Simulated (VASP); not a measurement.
# HfN (Cmcm) in VASP: a series of runs

HfN is run at these levels: LDA; tasks: single point.

Everything below comes from runs of VASP 6.6.1. Logs are shortened: lines on timing, memory, paths and dates and some standing lists are left out, and cuts for length are marked.

### 1 The cell of the first run

The structure is orthorhombic, space group Cmcm (No. 63). The conventional cell has a = 4.468 Å, b = 4.468 Å, c = 4.468 Å, α = 90.00°, β = 90.00°, γ = 90.00°. Hf (site symmetry m2m) has 6 N at 2.22 to 2.24 Å within 2.9 Å. N (site symmetry m2m) has 6 Hf at 2.22 to 2.24 Å within 2.9 Å.

### 2 Single point, LDA (atoms displaced along several vibrational modes)

Input file INCAR:

```
PREC = Accurate
ENCUT = 520
EDIFF = 1E-6
ISMEAR = 0
SIGMA = 0.15
LREAL = F
LASPH = T
NELM = 60
ALGO = Normal
ISIF = 2
LWAVE = F
LCHARG = F
NBANDS = 23
```

Input file KPOINTS:

```
Automatic mesh
0
Gamma
  14 14 10
```

Input file POSCAR:

```
HfN
1.0
    0.0000000000     -2.2339756809     -2.2339756809
    0.0000000000      2.2339756809     -2.2339756809
    4.4679513618      0.0000000000      0.0000000000
Hf N
2 2
Direct
    0.5047001407      0.4952998593      0.5000000000
   -0.0047001407      0.0047001407      0.0000000000
    0.4973961403      0.5026038597      0.0000000000
    0.0026038597     -0.0026038597      0.5000000000
```

Potentials or basis: VASP PAW LDA potentials, release 64 (Hf_pv, N).

The run is started by

```
$ cat potpaw_LDA.64/Hf_pv/POTCAR potpaw_LDA.64/N/POTCAR > POTCAR
$ mpirun -np 1 vasp_std > vasp.out
```

OUTCAR:

```text
PREC = Accurate
   ENCUT = 520
   EDIFF = 1E-6
   ISMEAR = 0
   LREAL = F
   LASPH = T
   NELM = 60
   ISIF = 2

 ion  position               nearest neighbor table
   1  0.505  0.495  0.500-   4 2.22   4 2.23   4 2.23   3 2.23   3 2.23   4 2.24   2 3.13   2 3.13
                             2 3.16   2 3.16   2 3.16   2 3.16   2 3.19   2 3.19
   2  0.995  0.005  0.000-   3 2.22   3 2.23   3 2.23   4 2.23   4 2.23   3 2.24   1 3.13   1 3.13
                             1 3.16   1 3.16   1 3.16   1 3.16   1 3.19   1 3.19
   3  0.497  0.503  0.000-   2 2.22   2 2.23   2 2.23   1 2.23   1 2.23   2 2.24
   4  0.003  0.997  0.500-   1 2.22   1 2.23   1 2.23   2 2.23   2 2.23   1 2.24

  LATTYP: Found a simple tetragonal cell.
 ALAT       =     3.1593187059
 C/A-ratio  =     1.4142135624

  Lattice vectors:

 A1 = (   0.0000000000,  -2.2339756809,  -2.2339756809)
 A2 = (   0.0000000000,   2.2339756809,  -2.2339756809)
 A3 = (   4.4679513618,   0.0000000000,   0.0000000000)

Analysis of symmetry for initial positions (statically):
=====================================================================
 Subroutine PRICEL returns:
 Original cell was already a primitive cell.

 Routine SETGRP: Setting up the symmetry group for a
 simple tetragonal supercell.

 Subroutine GETGRP returns: Found  8 space group operations
 (whereof  4 operations were pure point group operations)
 out of a pool of 16 trial point group operations.

The static configuration has the point symmetry C_2v.
 The point group associated with its full space group is D_2h.

Analysis of symmetry for dynamics (positions and initial velocities):
=====================================================================
 Subroutine PRICEL returns:
 Original cell was already a primitive cell.

 Routine SETGRP: Setting up the symmetry group for a
 simple tetragonal supercell.

 Subroutine GETGRP returns: Found  8 space group operations
 (whereof  4 operations were pure point group operations)
 out of a pool of 16 trial point group operations.

The dynamic configuration has the point symmetry C_2v.
 The point group associated with its full space group is D_2h.

 Subroutine INISYM returns: Found  8 space group operations
 (whereof  4 operations are pure point group operations),
 and found     1 'primitive' translations

----------------------------------------------------------------------------------------

[... 95 lines left out ...]
   NELM   =     60;   NELMIN=  2; NELMDL= -5     # of ELM steps
   EDIFF  = 0.1E-05   stopping-criterion for ELM
   LREAL  =      F    real-space projection
   EDIFFG = 0.1E-04   stopping-criterion for IOM
   NSW    =      0    number of steps for IOM
   IBRION =     -1    ionic relax: 0-MD 1-quasi-New 2-CG
   NFREE  =      0    steps in history (QN), initial steepest desc. (CG)
   ISIF   =      2    stress and relaxation
   ISYM   =      2    0-nonsym 1-usesym 2-fastsym
   POTIM  = 0.5000    time-step for ionic-motion
   TEBEG  =    0.0;   TEEND  =   0.0 temperature during run
   PSTRESS=    0.0 pullay stress
   NELECT =      30.0000    total number of electrons
   NUPDOWN=      -1.0000    fix difference up-down
   EMIN   =  10.00;   EMAX   =-10.00  energy-range for DOS
   EFERMI =   0.00;   METHOD = LEGACY
   ISMEAR =     0;   SIGMA  =   0.15  broadening in eV -4-tet -1-fermi 0-gaus
   EFERMI_NEDOS =   21; number of points for ismear=-14 and -15
   IALGO  =     38    algorithm
   IMIX   =      4    mixing-type and parameters
     AMIX     =   0.40;   BMIX     =  1.00
     AMIX_MAG =   1.60;   BMIX_MAG =  1.00
  volume/ion in A,a.u.               =      11.15        75.24
  Fermi-wavevector in a.u.,A,eV,Ry     =   1.434444  2.710705 27.995735  2.057628
  Thomas-Fermi vector in A             =   2.553851
   LORBIT       =      0    0 simple, 1 ext, 2 COOP (PROOUT), +10 PAW based schemes
   GGA     = CA    functional components
   LHFCALC =     F    Hartree Fock is set to
   AEXX    =    0.0000 exact exchange contribution
   IVDW    =     0    specifies the selected vdW correction
   LEPSILON=     F    determine dielectric tensor
   LRPA    =     F    only Hartree local field effects (RPA)
 non-spin polarized calculation
 Gauss-broadening in eV      SIGMA  =   0.15
  energy-cutoff  :      520.00
  volume of cell :       44.60
 maximum number of plane-waves:      1240
   NGX = 11   NGY = 11   NGZ = 17

 number of electron      30.0000000 magnetization

 Free energy of the ion-electron system (eV)
  ---------------------------------------------------
  ext. energy  EPLUGINS =         0.00000000
  ---------------------------------------------------
  free energy    TOTEN  =       -47.73649716 eV

  energy without entropy =      -47.72199274  energy(sigma->0) =      -47.72924495

 E-fermi :   8.5016     XC(G=0): -13.1527

 val. band max:        8.5002332983   @ k =   0.2143   0.2143   0.3000
 cond. band min:       8.5018603037   @ k =   0.5000   0.4286   0.4000
 fundamental gap:      0.0016270054
 Fermi energy:         8.5016128874

 k-point     1 :       0.0000    0.0000    0.0000
  band No.  band energies     occupation
      1     -23.2208      2.00000
      2     -22.6596      2.00000
      3     -22.6590      2.00000
      4     -22.3041      2.00000
      5     -22.3033      2.00000
      6     -22.3033      2.00000
[... 613 lines left out ...]
     22      14.1685      0.00000
     23      14.2690      0.00000

 [... further k-points ...]

------------------------ aborting loop because EDIFF is reached ----------------------------------------

  FORCE on cell =-STRESS in cart. coord.  units (eV):
  Direction    XX          YY          ZZ          XY          YZ          ZX
  --------------------------------------------------------------------------------------
  -------------------------------------------------------------------------------------
  Total       -0.4646668     -0.2302782     -0.2583537      0.0000000      0.0000000      0.0000000
  in kB      -16.6938664     -8.2730959     -9.2817527      0.0000000      0.0000000      0.0000000
  external PRESSURE =     -11.4162383 kB  Pullay stress =       0.0000000 kB

 VOLUME and BASIS-vectors are now :
 -----------------------------------------------------------------------------
  energy-cutoff  :      520.00
  volume of cell :       44.60
      direct lattice vectors                 reciprocal lattice vectors
     0.000000000 -2.233975681 -2.233975681     0.000000000 -0.223816223 -0.223816223
     0.000000000  2.233975681 -2.233975681     0.000000000  0.223816223 -0.223816223
     4.467951362  0.000000000  0.000000000     0.223816223  0.000000000  0.000000000

 POSITION                                       TOTAL-FORCE (eV/Angst)
 -----------------------------------------------------------------------------------
      2.23398     -0.02100     -2.23398         0.000000      0.313660      0.000000
      0.00000     -2.21298     -2.23398         0.000000     -0.313660      0.000000
      0.00000      0.01163     -2.23398         0.000000     -0.016221      0.000000
      2.23398      2.22234     -2.23398         0.000000      0.016221      0.000000
 -----------------------------------------------------------------------------------
    total drift:                               -0.000000     -0.000000      0.000000

  FREE ENERGIE OF THE ION-ELECTRON SYSTEM (eV)
  ---------------------------------------------------
  free  energy   TOTEN  =       -47.7364971571 eV

  energy  without entropy=      -47.7219927362  energy(sigma->0) =      -47.72924495
```

OSZICAR:

```text
N       E                     dE             d eps       ncg     rms          rms(c)
DAV:   1     0.114188926238E+03    0.11419E+03   -0.16397E+04 15732   0.130E+03
DAV:   2    -0.475655598405E+02   -0.16175E+03   -0.15335E+03 20145   0.311E+02
DAV:   3    -0.536615870296E+02   -0.60960E+01   -0.60449E+01 20615   0.480E+01
DAV:   4    -0.537084074909E+02   -0.46820E-01   -0.46782E-01 18248   0.454E+00
DAV:   5    -0.537089948863E+02   -0.58740E-03   -0.58725E-03 20927   0.417E-01    0.759E+01
DAV:   6    -0.479967401621E+02    0.57123E+01   -0.28346E+01 17713   0.269E+01    0.621E+01
DAV:   7    -0.477918011801E+02    0.20494E+00   -0.17219E+00 18666   0.783E+00    0.310E+01
DAV:   8    -0.477443668467E+02    0.47434E-01   -0.15316E-01 19480   0.262E+00    0.524E+00
DAV:   9    -0.477373196046E+02    0.70472E-02   -0.36605E-02 18994   0.111E+00    0.316E+00
DAV:  10    -0.477367778164E+02    0.54179E-03   -0.75313E-03 18984   0.548E-01    0.128E+00
DAV:  11    -0.477364955015E+02    0.28231E-03   -0.11021E-03 19010   0.206E-01    0.762E-02
DAV:  12    -0.477364972369E+02   -0.17353E-05   -0.63327E-05 19477   0.529E-02    0.773E-02
DAV:  13    -0.477364971571E+02    0.79760E-07   -0.64387E-07 13146   0.575E-03
   1 F= -.47736497E+02 E0= -.47729245E+02  d E =-.145044E-01
```

It took 5.4 min on 1 thread of Intel Xeon 8259CL, shared host; peak memory 0.38 GiB.

What came out:

```yaml
Free_energy: -47.7365 eV
Pressure: -1.1 GPa
Largest_force: 0.314 eV/Å
Band_gap_on_the_k_mesh: zero (bands 15 and 16 overlap by 7.02 eV)
```

Forces on the atoms (eV/Å):
```
Hf   0.000  0.314  0.000
Hf   0.000 -0.314  0.000
N    0.000 -0.016  0.000
N    0.000  0.016  0.000
```

Caveat: the cell differs from its parent crystal (atoms displaced along several vibrational modes); spin-orbit coupling is left out, which moves the levels of the heavy elements.

### 3 Single point, LDA (atoms displaced along several vibrational modes)

Input file INCAR:

```
SYSTEM = HfN
PREC = Accurate
ENCUT = 520
EDIFF = 1E-6
ISMEAR = 0
SIGMA = 0.15
LREAL = .False.
LASPH = .True.
NELM = 60
ALGO = Normal
ISIF = 2
LWAVE = .False.
LCHARG = .False.
GGA = CA
NBANDS = 23
```

Input file KPOINTS:

```
Automatic mesh
0
Gamma
  14 14 10
  0 0 0
```

Input file POSCAR:

```
HfN
1.0
    0.0000000000     -2.2339756809     -2.2339756809
    0.0000000000      2.2339756809     -2.2339756809
    4.4679513618      0.0000000000      0.0000000000
Hf N
2 2
Direct
    0.5091891323      0.4908108677      0.5000000000
   -0.0091891323      0.0091891323      0.0000000000
    0.4899354686      0.5100645314      0.0000000000
    0.0100645314     -0.0100645314      0.5000000000
```

Potentials or basis: VASP PAW LDA potentials, release 64 (Hf_pv, N).

The run is started by

```
$ cat potpaw_LDA.64/Hf_pv/POTCAR potpaw_LDA.64/N/POTCAR > POTCAR
$ mpirun -np 1 vasp_std > vasp.out
```

Wall time 5.4 min (1 thread of Intel Xeon 8259CL, shared host); peak memory 0.39 GiB.

The run converged. Its results:

* Free energy: -47.7092 eV
* Pressure: -1.1 GPa
* Largest force: 0.462 eV/Å
* Band gap on the k mesh: zero (bands 15 and 16 overlap by 6.81 eV)

Forces in eV/Å, atoms in the order of the input:
```
Hf   0.000  0.462  0.000
Hf   0.000 -0.462  0.000
N    0.000 -0.336  0.000
N    0.000  0.336  0.000
```

Stress tensor (GPa, compression positive):
```
-1.38  0.00  0.00
 0.00 -0.80  0.00
 0.00  0.00 -1.12
```

Levels at points of the mesh, in eV from the Fermi level:
| k point | band 13 | band 14 | band 15 | band 16 | band 17 | band 18 |
| --- | --- | --- | --- | --- | --- | --- |
| (0.00, 0.00, 0.00) | -2.98 | -2.98 | -2.96 | -0.41 | -0.39 | -0.39 |
| (0.50, 0.00, 0.00) | -5.57 | -5.06 | 1.42 | 1.90 | 2.24 | 2.71 |
| (0.50, 0.50, 0.00) | -3.61 | -3.61 | -3.60 | -3.38 | 4.25 | 4.27 |
| (0.00, 0.00, 0.50) | -3.81 | -3.81 | -2.57 | -2.57 | 2.90 | 2.90 |
| (0.50, 0.00, 0.50) | -6.30 | -6.30 | 3.42 | 3.42 | 3.75 | 3.75 |
| (0.50, 0.50, 0.50) | -5.40 | -5.40 | 1.14 | 1.14 | 1.17 | 1.17 |

Caveat: the cell differs from its parent crystal (atoms displaced along several vibrational modes); spin-orbit coupling is left out, which moves the levels of the heavy elements.

### 4 Single point, LDA (atoms displaced along several vibrational modes)

Input file INCAR:

```
SYSTEM = HfN
  ALGO = Normal
  EDIFF = 1E-7
  ENCUT = 520
  ISIF = 2
  ISMEAR = 0
  LASPH = .TRUE.
  LCHARG = .FALSE.
  LREAL = .FALSE.
  LWAVE = .FALSE.
  NBANDS = 23
  NELM = 100
  PREC = Accurate
  SIGMA = 0.15
```

Input file KPOINTS:

```
k-points
0
G
  14 14 10
  0 0 0
```

Input file POSCAR:

```
HfN
1.0
    0.0000000000     -2.2339756809     -2.2339756809
    0.0000000000      2.2339756809     -2.2339756809
    4.4679513618      0.0000000000      0.0000000000
Hf N
2 2
Direct
    0.5002111491      0.4997888509      0.5000000000
   -0.0002111491      0.0002111491      0.0000000000
    0.5048568120      0.4951431880      0.0000000000
   -0.0048568120      0.0048568120      0.5000000000
```

The run is started by

```
$ cat potpaw_LDA.64/Hf_pv/POTCAR potpaw_LDA.64/N/POTCAR > POTCAR
$ mpirun -np 1 vasp_std > vasp.out
```

It took 5.6 min on 1 thread of Intel Xeon 8259CL, shared host; peak memory 0.38 GiB.

It converged, with:

```
Free energy            : -47.7365 eV
Pressure               : -1.1 GPa
Largest force          : 0.303 eV/Å
Band gap on the k mesh : zero (bands 15 and 16 overlap by 6.98 eV)
```

Forces on the atoms (eV/Å):
```
Hf   0.000  0.166  0.000
Hf   0.000 -0.166  0.000
N    0.000  0.303  0.000
N    0.000 -0.303  0.000
```

Stress tensor (GPa, compression positive):
```
-1.70  0.00  0.00
 0.00 -0.69  0.00
 0.00  0.00 -0.91
```

Levels at points of the mesh, in eV from the Fermi level:
```csv
k point,band 12,band 13,band 14,band 15,band 16,band 17,band 18,band 19
"(0.00, 0.00, 0.00)",-3.63,-3.00,-2.99,-2.96,-0.41,-0.41,-0.41,1.99
"(0.50, 0.00, 0.00)",-5.99,-5.39,-5.27,1.74,1.95,2.23,2.26,3.33
"(0.50, 0.50, 0.00)",-3.98,-3.62,-3.62,-3.62,-3.55,4.22,4.23,5.75
"(0.00, 0.00, 0.50)",-3.86,-3.84,-3.84,-2.55,-2.55,2.96,2.96,3.32
"(0.50, 0.00, 0.50)",-6.33,-6.33,-6.33,3.43,3.43,3.83,3.83,3.84
"(0.50, 0.50, 0.50)",-5.43,-5.43,-5.43,1.16,1.16,1.16,1.16,5.77
```

Caveat: the cell differs from its parent crystal (atoms displaced along several vibrational modes); spin-orbit coupling is left out, which moves the levels of the heavy elements.

### 5 Overview

```tsv
cell	gap on the mesh (eV)	pressure (GPa)	largest force (eV/Å)
as given, atomic positions A	none	-1.1	0.31
as given, atomic positions B	none	-1.1	0.46
as given, atomic positions C	none	-1.1	0.30
```

Alike in all rows: task single point; level LDA; potentials or basis VASP PAW LDA potentials, release 64 (Hf_pv, N); no spin polarisation; k mesh 14 × 14 × 10; cutoff (eV) 520; smearing gaussian 0.15 eV.

Caveats: spin-orbit coupling is left out, which moves the levels of the heavy elements.

Absolute energies hang on the potentials; compare differences alone.
